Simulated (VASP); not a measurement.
Crystal: PbO (Litharge).

```xyz
4
Lattice="3.9804 0.0000 0.0000 0.0000 3.9804 0.0000 0.0000 0.0000 5.0009" Properties=species:S:1:pos:R:3 pbc="T T T"
Pb    0.0000    1.9902    1.1834
Pb    1.9902    0.0000    3.8175
O     0.0000    0.0000    0.0000
O     1.9902    1.9902    0.0000
```

Base run:

- Program: VASP 6.6.1
- Functional: r2SCAN
- Potentials or basis: VASP PAW PBE potentials, release 64 (Pb_d, O)
- Cutoff: 520 eV
- k mesh: 4 × 4 × 4
- Occupations: gaussian, width 0.01 eV
- Spin: no spin polarisation

Its results: band gap on the k mesh 1.53 eV, indirect (least direct gap 2.69 eV); pressure 1.7 GPa; largest force 0.094 eV/Å.

**Question.** The run is repeated on the same cell with these changes: functional from r2SCAN to PBE. What comes out?

**Answer.** Band gap on the k mesh 1.23 eV, indirect (least direct gap 2.27 eV); pressure 4.6 GPa; largest force 0.398 eV/Å.

r2SCAN gives the wider gap, since meta-GGAs in the generalised Kohn-Sham scheme recover part of the derivative discontinuity.

Caveats: spin-orbit coupling is left out, which moves the levels of the heavy elements; the PAW data sets were made with another functional, which shifts forces and pressure a little (some runs).

A k mesh can miss the band edges.
